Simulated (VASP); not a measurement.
A run of VASP 6.6.1 is set up as follows.

File INCAR:

```
SYSTEM = BaO
PREC = Accurate
ENCUT = 600
EDIFF = 1E-6
ISMEAR = 0
SIGMA = 0.05
LREAL = .FALSE.
LASPH = .TRUE.
NELM = 120
ALGO = Normal
ISIF = 2
LWAVE = .FALSE.
LCHARG = .FALSE.
GGA = PS
NBANDS = 15
GGA_COMPAT = .FALSE.
```

The input KPOINTS:

```
Automatic mesh
0
G
  8 8 8
  0 0 0
```

Contents of POSCAR:

```
BaO
1.0
    0.0000000000      2.7719946919      2.7719946919
    2.7719946919      0.0000000000      2.7719946919
    2.7719946919      2.7719946919      0.0000000000
Ba O
1 1
Direct
    0.5000000000      0.5000000000      0.5000000000
    0.0000000000      0.0000000000      0.0000000000
```

Potentials or basis: VASP PAW PBE potentials, release 64 (Ba_sv, O).

Run with:

```sh
$ cat potpaw_PBE.64/Ba_sv/POTCAR potpaw_PBE.64/O/POTCAR > POTCAR
$ mpirun -np 1 vasp_std > vasp.out
```

Q: What does it give for the band gap on the k mesh?

A: 1.88 eV, direct.

Q: Estimate the pressure.

A: -0.5 GPa.

Caveat: the PAW data sets were made with another functional, which shifts forces and pressure a little; spin-orbit coupling is left out, which moves the levels of the heavy elements. PBEsol gaps usually lie below the measured ones, often by a third to a half.
